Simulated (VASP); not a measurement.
Input of a VASP 6.6.1 run:

Contents of INCAR:

```
SYSTEM = MoS
PREC = Accurate ; ENCUT = 520
EDIFF = 1E-7 ; ISMEAR = 0
SIGMA = 0.05 ; LREAL = .False.
LASPH = .True. ; NELM = 80
ALGO = Normal ; ISIF = 2
LWAVE = .False. ; LCHARG = .False.
GGA = PS ; NBANDS = 28
```

Contents of KPOINTS:

```
Automatic mesh
0
Gamma
  9 9 1
  0 0 0
```

Contents of POSCAR:

```
MoS
1.0
    3.1431208273      0.0000000000      0.0000000000
   -1.5715604137      2.7220224836      0.0000000000
    0.0000000000      0.0000000000     14.2832906737
Mo S
2 2
Direct
    0.6666666667      0.3333333333      0.2800475109
    0.3333333333      0.6666666667      0.7199524891
    0.3333333333      0.6666666667      0.3891181193
    0.0000000000      0.0000000000      0.6108445045
```

Potentials or basis: VASP PAW PBE potentials, release 64 (Mo_sv, S).

Run with:

```console
$ cat potpaw_PBE.64/Mo_sv/POTCAR potpaw_PBE.64/S/POTCAR > POTCAR
$ mpirun -np 1 vasp_std > vasp.out
```

What does it give for the largest force?

1.204 eV/Å.

What does it give for the band gap on the k mesh?

Zero (band 20 reaches 3.15 eV, above the bottom of band 21 at 3.03 eV).

Forces on the atoms (eV/Å):
```
Mo   0.000  0.000  1.190
Mo   0.000  0.000 -1.204
S    0.000  0.000 -1.158
S    0.000  0.000  1.172
```

Caveat: the PAW data sets were made with another functional, which shifts forces and pressure a little.
